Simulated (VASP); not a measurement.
# HfO2 (Fm-3m) in VASP: density of states with PBE

Aim: the density of states of HfO2 with PBE.

Everything below comes from runs of VASP 6.6.1. Logs are shortened: lines on timing, memory, paths and dates and some standing lists are left out, and cuts for length are marked.

### Step 1. The cell of the first run

Symmetry: Fm-3m, No. 225, cubic system. Conventional cell: a = 5.098 Å, b = 5.098 Å, c = 5.098 Å, α = 90.00°, β = 90.00°, γ = 90.00°. Hf (site symmetry m-3m) has 8 O at 2.21 Å within 2.9 Å. O (site symmetry -43m) has 4 Hf at 2.21 Å and 6 O at 2.55 Å within 2.9 Å.

### Step 2. Density of states, PBE

File POSCAR:

```
HfO2
1.0
    0.0000000000      2.5488307096      2.5488307096
    2.5488307096      0.0000000000      2.5488307096
    2.5488307096      2.5488307096      0.0000000000
Hf O
1 2
Direct
    0.0000000000      0.0000000000      0.0000000000
    0.7500000000      0.7500000000      0.7500000000
    0.2500000000      0.2500000000      0.2500000000
```

File INCAR.step1:

```
PREC = Accurate
ENCUT = 520
EDIFF = 1E-7
ISMEAR = 0
SIGMA = 0.02
LREAL = False
LASPH = True
NELM = 60
ALGO = Normal
ISIF = 2
LWAVE = False
LCHARG = True
LMAXMIX = 4
GGA = PE
NBANDS = 18
```

File KPOINTS.step1:

```
regular mesh
0
Gamma
  8 8 8
```

File INCAR.step2:

```
PREC = Accurate
ENCUT = 520
EDIFF = 1E-7
ISMEAR = -5
SIGMA = 0.02
LREAL = False
LASPH = True
NELM = 60
ALGO = Normal
ISIF = 2
LWAVE = False
LCHARG = False
LMAXMIX = 4
GGA = PE
LORBIT = 11
NEDOS = 1001
ICHARG = 11
```

File KPOINTS.step2:

```
regular mesh
0
Gamma
  12 12 12
```

Potentials or basis: VASP PAW PBE potentials, release 64 (Hf_pv, O).

Run with:

```console
cat potpaw_PBE.64/Hf_pv/POTCAR potpaw_PBE.64/O/POTCAR > POTCAR
cp INCAR.step1 INCAR
cp KPOINTS.step1 KPOINTS
mpirun -np 1 vasp_std > vasp.out
cp INCAR.step2 INCAR
cp KPOINTS.step2 KPOINTS
mpirun -np 1 vasp_std > vasp.out
```

OUTCAR:

```text
PREC = Accurate
   ENCUT = 520
   EDIFF = 1E-7
   ISMEAR = -5
   LREAL = False
   LASPH = True
   NELM = 60
   ISIF = 2
   GGA = PE
   LORBIT = 11
   ICHARG = 11

 ion  position               nearest neighbor table
   1  0.000  0.000  0.000-   2 2.21   2 2.21   2 2.21   2 2.21   3 2.21   3 2.21   3 2.21   3 2.21

   2  0.750  0.750  0.750-   1 2.21   1 2.21   1 2.21   1 2.21
   3  0.250  0.250  0.250-   1 2.21   1 2.21   1 2.21   1 2.21

  LATTYP: Found a face centered cubic cell.
 ALAT       =     5.0976614192

  Lattice vectors:

 A1 = (   0.0000000000,   2.5488307096,   2.5488307096)
 A2 = (   2.5488307096,   0.0000000000,   2.5488307096)
 A3 = (   2.5488307096,   2.5488307096,   0.0000000000)

Analysis of symmetry for initial positions (statically):
=====================================================================
 Subroutine PRICEL returns:
 Original cell was already a primitive cell.

 Routine SETGRP: Setting up the symmetry group for a
 face centered cubic supercell.

 Subroutine GETGRP returns: Found 48 space group operations
 (whereof 48 operations were pure point group operations)
 out of a pool of 48 trial point group operations.

The static configuration has the point symmetry O_h .

Analysis of symmetry for dynamics (positions and initial velocities):
=====================================================================
 Subroutine PRICEL returns:
 Original cell was already a primitive cell.

 Routine SETGRP: Setting up the symmetry group for a
 face centered cubic supercell.

 Subroutine GETGRP returns: Found 48 space group operations
 (whereof 48 operations were pure point group operations)
 out of a pool of 48 trial point group operations.

The dynamic configuration has the point symmetry O_h .

 Subroutine INISYM returns: Found 48 space group operations
 (whereof 48 operations are pure point group operations),
 and found     1 'primitive' translations

----------------------------------------------------------------------------------------

                                     Primitive cell

  volume of cell :      33.1172

  direct lattice vectors                    reciprocal lattice vectors
     0.000000000  2.548830710  2.548830710    -0.196168383  0.196168383  0.196168383
     2.548830710  0.000000000  2.548830710     0.196168383 -0.196168383  0.196168383
     2.548830710  2.548830710  0.000000000     0.196168383  0.196168383 -0.196168383

  length of vectors
     3.604590958  3.604590958  3.604590958     0.339773607  0.339773607  0.339773607

  position of ions in fractional coordinates (direct lattice)
     0.000000000  0.000000000  0.000000000
     0.750000000  0.750000000  0.750000000
     0.250000000  0.250000000  0.250000000

  ion indices of the primitive-cell ions
   primitive index   ion index
                 1           1
                 2           2
                 3           3

----------------------------------------------------------------------------------------

 KPOINTS: regular mesh

Automatic generation of k-mesh.
 Grid dimensions read from file:
 generate k-points for:   12   12   12

 Generating k-lattice:

  Cartesian coordinates                     Fractional coordinates (reciprocal lattice)
    -0.016347365  0.016347365  0.016347365     0.083333333  0.000000000  0.000000000
     0.016347365 -0.016347365  0.016347365     0.000000000  0.083333333  0.000000000
     0.016347365  0.016347365 -0.016347365     0.000000000  0.000000000  0.083333333

  Length of vectors
     0.028314467  0.028314467  0.028314467

  Shift w.r.t. Gamma in fractional coordinates (k-lattice)
     0.000000000  0.000000000  0.000000000

 TETIRR: Found    247 inequivalent tetrahedra from    10368

 Subroutine IBZKPT returns following result:
 ===========================================

 Found     72 irreducible k-points:

 Following reciprocal coordinates:
            Coordinates               Weight
  0.000000  0.000000  0.000000      1.000000
  0.083333  0.000000  0.000000      8.000000
  0.166667  0.000000  0.000000      8.000000
  0.250000  0.000000  0.000000      8.000000
  0.333333  0.000000  0.000000      8.000000
  0.416667  0.000000  0.000000      8.000000
[... 16 lines left out ...]
  0.500000  0.166667  0.000000     24.000000
 -0.416667  0.166667  0.000000     24.000000
 [... further k-points ...]
   k-points           NKPTS =     72   k-points in BZ     NKDIM =     72   number of bands    NBANDS=     15
   number of dos      NEDOS =   1001   number of ions     NIONS =      3
   total plane-waves  NPLWV =  21952
   dimension x,y,z NGX =    28 NGY =   28 NGZ =   28
   dimension x,y,z NGXF=    56 NGYF=   56 NGZF=   56
   ions per type =               1   2
   NGX,Y,Z   is equivalent  to a cutoff of  12.91, 12.91, 12.91 a.u.
   NGXF,Y,Z  is equivalent  to a cutoff of  25.83, 25.83, 25.83 a.u.
 SYSTEM =  unknown system
   PREC   = accura    normal or accurate (medium, high low for compatibility)
   ISTART =      0    job   : 0-new  1-cont  2-samecut
   ICHARG =     11    charge: 1-file 2-atom 10-const
   ISPIN  =      1    spin polarized calculation?
   LNONCOLLINEAR =      F non collinear calculations
   LSORBIT =      F    spin-orbit coupling
   LASPH  =      T    aspherical Exc in radial PAW
   ENCUT  =  520.0 eV  38.22 Ry    6.18 a.u.   6.70  6.70  6.70*2*pi/ulx,y,z
   NELM   =     60;   NELMIN=  2; NELMDL=  0     # of ELM steps
   EDIFF  = 0.1E-06   stopping-criterion for ELM
   LREAL  =      F    real-space projection
   EDIFFG = 0.1E-05   stopping-criterion for IOM
   NSW    =      0    number of steps for IOM
   IBRION =     -1    ionic relax: 0-MD 1-quasi-New 2-CG
   NFREE  =      0    steps in history (QN), initial steepest desc. (CG)
   ISIF   =      2    stress and relaxation
   ISYM   =      2    0-nonsym 1-usesym 2-fastsym
   POTIM  = 0.5000    time-step for ionic-motion
   TEBEG  =    0.0;   TEEND  =   0.0 temperature during run
   PSTRESS=    0.0 pullay stress
   NELECT =      22.0000    total number of electrons
   NUPDOWN=      -1.0000    fix difference up-down
   EMIN   =  10.00;   EMAX   =-10.00  energy-range for DOS
   EFERMI =   0.00;   METHOD = LEGACY
   ISMEAR =    -5;   SIGMA  =   0.02  broadening in eV -4-tet -1-fermi 0-gaus
   EFERMI_NEDOS =   21; number of points for ismear=-14 and -15
   IALGO  =     38    algorithm
   IMIX   =      4    mixing-type and parameters
     AMIX     =   0.40;   BMIX     =  1.00
     AMIX_MAG =   1.60;   BMIX_MAG =  1.00
  volume/ion in A,a.u.               =      11.04        74.50
  Fermi-wavevector in a.u.,A,eV,Ry     =   1.428449  2.699377 27.762232  2.040467
  Thomas-Fermi vector in A             =   2.548510
   LORBIT       =     11    0 simple, 1 ext, 2 COOP (PROOUT), +10 PAW based schemes
   GGA     = PE    functional components
   LHFCALC =     F    Hartree Fock is set to
   AEXX    =    0.0000 exact exchange contribution
   IVDW    =     0    specifies the selected vdW correction
   LEPSILON=     F    determine dielectric tensor
   LRPA    =     F    only Hartree local field effects (RPA)
 non-spin polarized calculation
 Fermi weights with tetrahedron method with Bloechl corrections
  energy-cutoff  :      520.00
  volume of cell :       33.12
 maximum number of plane-waves:       911

 number of electron      21.9999992 magnetization

 Free energy of the ion-electron system (eV)
  ---------------------------------------------------
  ext. energy  EPLUGINS =         0.00000000
  ---------------------------------------------------
  free energy    TOTEN  =       -30.24331428 eV

  energy without entropy =      -30.24331428  energy(sigma->0) =      -30.24331428

 E-fermi :   4.1587     XC(G=0): -11.7514

 val. band max:        4.1403762886   @ k =   0.5000   0.5000   0.0000
 cond. band min:       7.8975900730   @ k =   0.5000   0.5000   0.0000
 fundamental gap:      3.7572137844
 Fermi energy:         4.1586751522

 k-point     1 :       0.0000    0.0000    0.0000
  band No.  band energies     occupation
      1     -25.6226      2.00000
      2     -25.6226      2.00000
      3     -25.6226      2.00000
      4     -14.4907      2.00000
      5     -11.5386      2.00000
      6      -1.1026      2.00000
      7      -1.1026      2.00000
      8      -1.1026      2.00000
      9       3.5414      2.00000
     10       3.5414      2.00000
     11       3.5414      2.00000
     12       7.9809      0.00000
     13       7.9809      0.00000
     14       9.8466      0.00000
     15      14.3577      0.00000

 k-point     2 :       0.0833    0.0000    0.0000
  band No.  band energies     occupation
      1     -25.6512      2.00000
      2     -25.6258      2.00000
      3     -25.6258      2.00000
      4     -14.3993      2.00000
      5     -11.6150      2.00000
      6      -1.0356      2.00000
      7      -1.0356      2.00000
      8      -0.9176      2.00000
      9       3.3232      2.00000
     10       3.4085      2.00000
     11       3.4085      2.00000
     12       8.1170      0.00000
     13       8.1170      0.00000
     14      10.1449      0.00000
     15      14.0239      0.00000

 k-point     3 :       0.1667    0.0000    0.0000
  band No.  band energies     occupation
      1     -25.7279      2.00000
      2     -25.6343      2.00000
      3     -25.6343      2.00000
      4     -14.1500      2.00000
      5     -11.8086      2.00000
      6      -0.8495      2.00000
      7      -0.8495      2.00000
      8      -0.4197      2.00000
      9       2.7979      2.00000
     10       3.0946      2.00000
     11       3.0946      2.00000
     12       8.4176      0.00000
     13       8.4176      0.00000
     14      10.7968      0.00000
     15      13.3528      0.00000

 k-point     4 :       0.2500    0.0000    0.0000
  band No.  band energies     occupation
      1     -25.8294      2.00000
      2     -25.6458      2.00000
      3     -25.6458      2.00000
      4     -13.8151      2.00000
      5     -12.0346      2.00000
      6      -0.5900      2.00000
      7      -0.5900      2.00000
      8       0.2408      2.00000
      9       2.1841      2.00000
     10       2.7538      2.00000
     11       2.7538      2.00000
     12       8.6781      0.00000
     13       8.6781      0.00000
     14      11.0984      0.00000
     15      13.1954      0.00000
[... 307 lines left out ...]
 k-point    22 :       0.4167    0.1667    0.0000
  band No.  band energies     occupation
      1     -25.9466      2.00000
      2     -25.7118      2.00000
      3     -25.6849      2.00000
      4     -13.1834      2.00000
      5     -12.3686      2.00000
      6      -0.4309      2.00000
      7      -0.1207      2.00000
      8       0.3111      2.00000
      9       1.9071      2.00000
     10       2.7512      2.00000
     11       2.8142      2.00000
     12       8.7691      0.00000
     13       8.8345      0.00000
     14      11.1164      0.00000
     15      12.6377      0.00000

 k-point    23 :       0.5000    0.1667    0.0000
  band No.  band energies     occupation
      1     -25.9837      2.00000
      2     -25.7343      2.00000
      3     -25.6860      2.00000
      4     -13.0760      2.00000
      5     -12.3695      2.00000
      6      -0.5205      2.00000
      7       0.1104      2.00000
      8       0.3239      2.00000
      9       2.2976      2.00000
     10       2.3984      2.00000
     11       2.6954      2.00000
     12       8.7040      0.00000
     13       8.9197      0.00000
     14      10.9841      0.00000
     15      12.4540      0.00000

 k-point    24 :      -0.4167    0.1667    0.0000
  band No.  band energies     occupation
      1     -25.9846      2.00000
      2     -25.7472      2.00000
      3     -25.6802      2.00000
      4     -13.0698      2.00000
      5     -12.3611      2.00000
      6      -0.5628      2.00000
      7       0.2842      2.00000
      8       0.3842      2.00000
      9       1.9688      2.00000
     10       2.2903      2.00000
     11       2.9187      2.00000
     12       8.5918      0.00000
     13       9.0446      0.00000
     14      10.9812      0.00000
     15      12.3614      0.00000

 [... further k-points ...]
[... 5 lines left out ...]
  --------------------------------------------------------------------------------------
  -------------------------------------------------------------------------------------
  Total       -0.7522347     -0.7522347     -0.7522347      0.0000000      0.0000000     -0.0000000
  in kB      -36.3924248    -36.3924248    -36.3924248      0.0000000      0.0000000     -0.0000000
  external PRESSURE =     -36.3924248 kB  Pullay stress =       0.0000000 kB

 VOLUME and BASIS-vectors are now :
 -----------------------------------------------------------------------------
  energy-cutoff  :      520.00
  volume of cell :       33.12
      direct lattice vectors                 reciprocal lattice vectors
     0.000000000  2.548830710  2.548830710    -0.196168383  0.196168383  0.196168383
     2.548830710  0.000000000  2.548830710     0.196168383 -0.196168383  0.196168383
     2.548830710  2.548830710  0.000000000     0.196168383  0.196168383 -0.196168383

 POSITION                                       TOTAL-FORCE (eV/Angst)
 -----------------------------------------------------------------------------------
      0.00000      0.00000      0.00000         0.000000      0.000000      0.000000
      3.82325      3.82325      3.82325        -0.000000      0.000000      0.000000
      1.27442      1.27442      1.27442        -0.000000     -0.000000     -0.000000
 -----------------------------------------------------------------------------------
    total drift:                                0.000000      0.000000      0.000000

  FREE ENERGIE OF THE ION-ELECTRON SYSTEM (eV)
  ---------------------------------------------------
  free  energy   TOTEN  =       -30.2433142759 eV

  energy  without entropy=      -30.2433142759  energy(sigma->0) =      -30.24331428

 total charge

# of ion       s       p       d       tot
------------------------------------------
    1        0.289   6.554   1.338   8.180
    2        1.560   3.544   0.000   5.104
    3        1.560   3.544   0.000   5.104
--------------------------------------------------
tot          3.409  13.641   1.338  18.388
```

Wall time 54 s (1 thread of AMD EPYC 7R43 (Zen 3), shared host); peak memory 0.14 GiB.

Results:

```yaml
Valence_electrons_inside_the_program's_atomic_spheres: Hf 8.18; O 5.10
```

Caveat: spin-orbit coupling is left out, which moves the levels of the heavy elements.
